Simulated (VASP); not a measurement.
A run of VASP 6.6.1 is set up as follows.

Contents of INCAR:

```
SYSTEM = TlBr
PREC = Accurate
ENCUT = 500
EDIFF = 1E-8
ISMEAR = 0
SIGMA = 0.01
LREAL = .FALSE.
LASPH = .TRUE.
NELM = 120
ALGO = Normal
ISIF = 2
LWAVE = .FALSE.
LCHARG = .FALSE.
GGA = PE
IVDW = 12
IBRION = 6
NFREE = 2
POTIM = 0.015
NSW = 1
GGA_COMPAT = .FALSE.
```

Contents of KPOINTS:

```
Automatic mesh
0
G
  8 8 8
  0 0 0
```

POSCAR

```
TlBr
1.0
    3.9791788306      0.0000000000      0.0000000000
    0.0000000000      3.9791788306      0.0000000000
    0.0000000000      0.0000000000      3.9791788306
Tl Br
1 1
Direct
    0.0000000000      0.0000000000      0.0000000000
    0.5000000000      0.5000000000      0.5000000000
```

Potentials or basis: VASP PAW PBE potentials, release 64 (Tl_d, Br).

Run with:

```bash
$ cat potpaw_PBE.64/Tl_d/POTCAR potpaw_PBE.64/Br/POTCAR > POTCAR
$ mpirun -np 1 vasp_std > vasp.out
```

Q: Estimate the highest phonon frequency at Γ, LO-TO splitting left out.

A: 39 cm⁻¹.

Q: Predict the dispersion energy per atom.

A: -0.274 eV.

Phonon frequencies in cm⁻¹ (negative: imaginary):
```
              q point     frequencies
(0.000, 0.000, 0.000)  0 0 0 39 39 39
```
